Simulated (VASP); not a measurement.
# HfN (Fm-3m) in VASP: elastic constants with PBEsol

Aim: the elastic constants of HfN with PBEsol.

Everything below comes from runs of VASP 6.6.1. Logs are shortened: lines on timing, memory, paths and dates and some standing lists are left out, and cuts for length are marked.

### 1 The cell of the first run

It takes space group Fm-3m (No. 225, cubic). Conventional cell: a = 4.503 Å, b = 4.503 Å, c = 4.503 Å, α = 90.00°, β = 90.00°, γ = 90.00°. Within 3.0 Å of Hf (site symmetry m-3m) lie 6 N at 2.25 Å. N (site symmetry m-3m) has 6 Hf at 2.25 Å within 3.0 Å.

### 2 Elastic constants, PBEsol

INCAR

```
SYSTEM = HfN
ALGO     = Normal         ! electronic algorithm
EDIFF    = 1E-8           ! SCF threshold, eV
ENCUT    = 600            ! plane-wave cutoff, eV
GGA      = PS             ! functional
IBRION   = 6              ! ionic algorithm
ISIF     = 3              ! what is computed and relaxed
ISMEAR   = -1             ! smearing method
LASPH    = .TRUE.         ! aspherical terms in the spheres
LCHARG   = .TRUE.         ! write CHGCAR
LREAL    = .FALSE.        ! projectors in reciprocal space
LWAVE    = .FALSE.        ! write WAVECAR
NELM     = 80             ! most SCF steps
NFREE    = 2            
NSW      = 1              ! ionic steps
POTIM    = 0.015          ! step
PREC     = Accurate       ! precision mode
SIGMA    = 0.15           ! smearing width, eV
```

KPOINTS

```
k-points
0
G
  16 16 16
  0 0 0
```

POSCAR

```
HfN
1.0
    0.0000000000      2.2512552814      2.2512552814
    2.2512552814      0.0000000000      2.2512552814
    2.2512552814      2.2512552814      0.0000000000
Hf N
1 1
Direct
    0.0000000000      0.0000000000      0.0000000000
    0.5000000000      0.5000000000      0.5000000000
```

Potentials or basis: VASP PAW PBE potentials, release 64 (Hf_pv, N).

Command:

```bash
> cat potpaw_PBE.64/Hf_pv/POTCAR potpaw_PBE.64/N/POTCAR > POTCAR
> mpirun -np 1 vasp_std > vasp.out
```

OUTCAR:

```text
SYSTEM = HfN
   EDIFF = 1E-8
   ENCUT = 600
   GGA = PS
   IBRION = 6
   ISIF = 3
   ISMEAR = -1
   LASPH = .TRUE.
   LREAL = .FALSE.
   NELM = 80
   NFREE = 2
   NSW = 1
   POTIM = 0.015
   PREC = Accurate

 ion  position               nearest neighbor table
   1  0.000  0.000  0.000-   2 2.25   2 2.25   2 2.25   2 2.25   2 2.25   2 2.25
   2  0.500  0.500  0.500-   1 2.25   1 2.25   1 2.25   1 2.25   1 2.25   1 2.25

  LATTYP: Found a face centered cubic cell.
 ALAT       =     4.5025105628

  Lattice vectors:

 A1 = (   0.0000000000,   2.2512552814,   2.2512552814)
 A2 = (   2.2512552814,   0.0000000000,   2.2512552814)
 A3 = (   2.2512552814,   2.2512552814,   0.0000000000)

Analysis of symmetry for initial positions (statically):
=====================================================================
 Subroutine PRICEL returns:
 Original cell was already a primitive cell.

 Routine SETGRP: Setting up the symmetry group for a
 face centered cubic supercell.

 Subroutine GETGRP returns: Found 48 space group operations
 (whereof 48 operations were pure point group operations)
 out of a pool of 48 trial point group operations.

The static configuration has the point symmetry O_h .

Analysis of symmetry for dynamics (positions and initial velocities):
=====================================================================
 Subroutine PRICEL returns:
 Original cell was already a primitive cell.

 Routine SETGRP: Setting up the symmetry group for a
 face centered cubic supercell.

 Subroutine GETGRP returns: Found 48 space group operations
 (whereof 48 operations were pure point group operations)
 out of a pool of 48 trial point group operations.

The dynamic configuration has the point symmetry O_h .

 Subroutine INISYM returns: Found 48 space group operations
 (whereof 48 operations are pure point group operations),
 and found     1 'primitive' translations

----------------------------------------------------------------------------------------

                                     Primitive cell

  volume of cell :      22.8194

  direct lattice vectors                    reciprocal lattice vectors
     0.000000000  2.251255281  2.251255281    -0.222098313  0.222098313  0.222098313
     2.251255281  0.000000000  2.251255281     0.222098313 -0.222098313  0.222098313
     2.251255281  2.251255281  0.000000000     0.222098313  0.222098313 -0.222098313

  length of vectors
     3.183755751  3.183755751  3.183755751     0.384685562  0.384685562  0.384685562

  position of ions in fractional coordinates (direct lattice)
     0.000000000  0.000000000  0.000000000
     0.500000000  0.500000000  0.500000000

  ion indices of the primitive-cell ions
   primitive index   ion index
                 1           1
                 2           2

----------------------------------------------------------------------------------------

 KPOINTS: k-points

Automatic generation of k-mesh.
 Grid dimensions read from file:
 generate k-points for:   16   16   16

 Generating k-lattice:

  Cartesian coordinates                     Fractional coordinates (reciprocal lattice)
    -0.013881145  0.013881145  0.013881145     0.062500000  0.000000000  0.000000000
     0.013881145 -0.013881145  0.013881145     0.000000000  0.062500000  0.000000000
[... 110 lines left out ...]

  FORCE on cell =-STRESS in cart. coord.  units (eV):
  Direction    XX          YY          ZZ          XY          YZ          ZX
  --------------------------------------------------------------------------------------
  -------------------------------------------------------------------------------------
  Total       -0.3288889     -0.3288889     -0.3288889     -0.0000000      0.0000000     -0.0000000
  in kB      -23.0916830    -23.0916830    -23.0916830     -0.0000000      0.0000000     -0.0000000
  external PRESSURE =     -23.0916830 kB  Pullay stress =       0.0000000 kB
[... 89 lines left out ...]
  FREE ENERGIE OF THE ION-ELECTRON SYSTEM (eV)
  ---------------------------------------------------
  free  energy   TOTEN  =       -23.0107861285 eV

  energy  without entropy=      -22.9687140275  energy(sigma->0) =      -22.98975008

[... ionic steps 4 to 14 ...]

--------------------------------------- Ionic step       15  -------------------------------------------

 number of electron      15.0000001 magnetization

------------------------ aborting loop because EDIFF is reached ----------------------------------------
[... 67 lines left out ...]
--------------------------------------- Ionic step       17  -------------------------------------------

 number of electron      15.0000002 magnetization

 Free energy of the ion-electron system (eV)
  ---------------------------------------------------
  ext. energy  EPLUGINS =         0.00000000
  ---------------------------------------------------
  free energy    TOTEN  =       -23.01513264 eV

  energy without entropy =      -22.97231427  energy(sigma->0) =      -22.99372345

 E-fermi :   8.2864     XC(G=0): -12.9476

 val. band max:        8.2853378942   @ k =   0.0000   0.3750   0.1250
 cond. band min:       8.2906261573   @ k =   0.0625   0.0625   0.0000
 fundamental gap:      0.0052882632
 Fermi energy:         8.2864480975

 k-point     1 :       0.0000    0.0000    0.0000
  band No.  band energies     occupation
      1     -22.7273      2.00000
      2     -22.7270      2.00000
      3     -22.7270      2.00000
      4      -9.2103      2.00000
      5       5.2901      2.00000
      6       5.2901      2.00000
      7       5.2906      2.00000
      8       7.9142      1.84571
      9       7.9185      1.84157
     10       7.9185      1.84157
     11      10.2007      0.00001
[... 309 lines left out ...]
 k-point    24 :      -0.0625    0.0625    0.0000
  band No.  band energies     occupation
      1     -22.8287      2.00000
      2     -22.7523      2.00000
      3     -22.7290      2.00000
      4      -8.9657      2.00000
      5       4.2533      2.00000
      6       4.6109      2.00000
      7       4.9274      2.00000
      8       8.0618      1.63451
      9       8.1223      1.49850
     10       8.5437      0.30501
     11      10.3945      0.00000

 [... further k-points ...]

------------------------ aborting loop because EDIFF is reached ----------------------------------------

  FORCE on cell =-STRESS in cart. coord.  units (eV):
  Direction    XX          YY          ZZ          XY          YZ          ZX
  --------------------------------------------------------------------------------------
  -------------------------------------------------------------------------------------
  Total       -0.3161182     -0.3289008     -0.3289008     -0.0000000      0.0000000      0.0000000
  in kB      -22.1950384    -23.0925208    -23.0925208     -0.0000000      0.0000000      0.0000000
  external PRESSURE =     -22.7933600 kB  Pullay stress =       0.0000000 kB
[... 17 lines left out ...]
  FREE ENERGIE OF THE ION-ELECTRON SYSTEM (eV)
  ---------------------------------------------------
  free  energy   TOTEN  =       -23.0151326383 eV

  energy  without entropy=      -22.9723142696  energy(sigma->0) =      -22.99372345

 INTERNAL STRAIN TENSORS FROM STRAINED CELLS
 ============================================

 INTERNAL STRAIN TENSOR FOR ION    1 for displacements in x,y,z  (eV/Angst):
          X           Y           Z          XY          YZ          ZX
  --------------------------------------------------------------------------------
  x     0.00000    -0.00000    -0.00000     0.00000    -0.00000    -0.00000
  y     0.00000    -0.00000     0.00000     0.00000    -0.00000     0.00000
  z     0.00000     0.00000     0.00000     0.00000     0.00000     0.00000

 INTERNAL STRAIN TENSORS FROM DISPLACED ATOMS
 ============================================

 INTERNAL STRAIN TENSOR FOR ION    1 for displacements in x,y,z  (eV/Angst):
          X           Y           Z          XY          YZ          ZX
  --------------------------------------------------------------------------------
  x     0.00000     0.00000     0.00000     0.00000     0.00000     0.00000
  y     0.00000     0.00000     0.00000     0.00000     0.00000     0.00000
  z     0.00000     0.00000     0.00000     0.00000     0.00000     0.00000

 INTERNAL STRAIN TENSOR FOR ION    2 for displacements in x,y,z  (eV/Angst):
          X           Y           Z          XY          YZ          ZX
  --------------------------------------------------------------------------------
  x     0.00000     0.00000     0.00000     0.00000     0.00000     0.00000
  y     0.00000     0.00000     0.00000     0.00000     0.00000     0.00000
  z     0.00000     0.00000     0.00000     0.00000     0.00000     0.00000

 Eigenvectors and eigenvalues of the dynamical matrix
 ----------------------------------------------------

   1 f  =   15.042909 THz    94.517382 2PiTHz  501.777418 cm-1    62.212443 meV
             X         Y         Z           dx          dy          dz
      0.000000  0.000000  0.000000     0.000000    0.269717    0.000000
      2.251255  2.251255  2.251255     0.000000   -0.962940    0.000000
[... 21 lines left out ...]
   6 f/i=    0.000327 THz     0.002055 2PiTHz    0.010908 cm-1     0.001352 meV
             X         Y         Z           dx          dy          dz
      0.000000  0.000000  0.000000     0.000000    0.000000    0.962940
      2.251255  2.251255  2.251255     0.000000    0.000000    0.269717

--------------------------------------------------------------------------------------------------------

 ELASTIC MODULI CONTR FROM IONIC RELAXATION (kBar)
 Direction    XX          YY          ZZ          XY          YZ          ZX
 --------------------------------------------------------------------------------
 XX           0.0000      0.0000      0.0000      0.0000      0.0000      0.0000
 YY           0.0000      0.0000      0.0000      0.0000      0.0000      0.0000
 ZZ           0.0000      0.0000      0.0000      0.0000      0.0000      0.0000
 XY           0.0000      0.0000      0.0000      0.0000      0.0000      0.0000
 YZ           0.0000      0.0000      0.0000      0.0000      0.0000      0.0000
 ZX           0.0000      0.0000      0.0000      0.0000      0.0000      0.0000
 --------------------------------------------------------------------------------

 TOTAL ELASTIC MODULI (kBar)
 Direction    XX          YY          ZZ          XY          YZ          ZX
 --------------------------------------------------------------------------------
 XX        6295.0956   1113.7755   1113.7755      0.0000     -0.0000      0.0000
 YY        1113.7755   6295.0956   1113.7755      0.0000     -0.0000      0.0000
 ZZ        1113.7755   1113.7755   6295.0956      0.0000      0.0000      0.0000
 XY           0.0000      0.0000      0.0000   1269.9027     -0.0000      0.0000
 YZ          -0.0000     -0.0000      0.0000     -0.0000   1269.9027      0.0000
 ZX           0.0000      0.0000      0.0000      0.0000      0.0000   1269.9027
 --------------------------------------------------------------------------------
```

Run time: 26 min. Hardware: 1 thread of AMD EPYC 9R45 (Zen 5), shared host; peak memory 0.67 GiB.

Results:

```yaml
Elastic_constants_C11_C12_C44: 630, 111, 127 GPa
Voigt_bulk_modulus: 284 GPa
Highest_phonon_frequency_at_Γ: 502 cm⁻¹
```

Phonon frequencies in cm⁻¹ (negative: imaginary):
```
              q point        frequencies
(0.000, 0.000, 0.000)  0 0 0 502 502 502
```

Elastic tensor in Voigt notation (GPa, in the Cartesian axes of the cell as first typed):
```
630 111 111   0   0   0
111 630 111   0   0   0
111 111 630   0   0   0
  0   0   0 127   0   0
  0   0   0   0 127   0
  0   0   0   0   0 127
```

Clamped-ion elastic tensor (GPa):
```
630 111 111   0   0   0
111 630 111   0   0   0
111 111 630   0   0   0
  0   0   0 127   0   0
  0   0   0   0 127   0
  0   0   0   0   0 127
```

Caveat: the cell is under stress, which shifts elastic constants; the PAW data sets were made with another functional, which shifts forces and pressure a little; spin-orbit coupling is left out, which moves the levels of the heavy elements.
